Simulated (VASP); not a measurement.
A run of VASP 6.6.1 is set up as follows.

The input INCAR:

```
PREC = Accurate ; ENCUT = 520
EDIFF = 1E-7 ; ISMEAR = 0
SIGMA = 0.15 ; LREAL = F
LASPH = T ; NELM = 60
ALGO = Fast ; ISIF = 2
LWAVE = F ; LCHARG = F
GGA = PS ; NBANDS = 34
```

File KPOINTS:

```
regular mesh
0
Gamma
  20 20 7
```

POSCAR

```
AlRu
1.0
    0.0000000000     -2.9764078218      0.0000000000
    0.0000000000      0.0000000000     -2.9764078218
   10.9292234653      0.0000000000      0.0000000000
Al Ru
3 3
Direct
    0.0000000000      0.0000000000      0.2042374788
    0.0000000000      0.0000000000      0.4765722729
    0.0000000000      0.0000000000      0.7489070670
    0.5000000000      0.5000000000      0.0680700818
    0.5000000000      0.5000000000      0.3404048758
    0.5000000000      0.5000000000      0.6127396699
```

Potentials or basis: VASP PAW PBE potentials, release 64 (Al, Ru_pv).

Run with:

```bash
$ cat potpaw_PBE.64/Al/POTCAR potpaw_PBE.64/Ru_pv/POTCAR > POTCAR
$ mpirun -np 1 vasp_std > vasp.out
```

(1) Predict the band gap on the k mesh.

(2) Predict the largest force.

(3) What does it give for the pressure?

## Answers

(1) zero (an odd number of electrons rules out a gap without spin polarisation).

(2) 0.919 eV/Å.

(3) -7.8 GPa.

Caveat: the cell differs from its parent crystal (the distance across one plane changed); the cell stands under tension; the PAW data sets were made with another functional, which shifts forces and pressure a little.
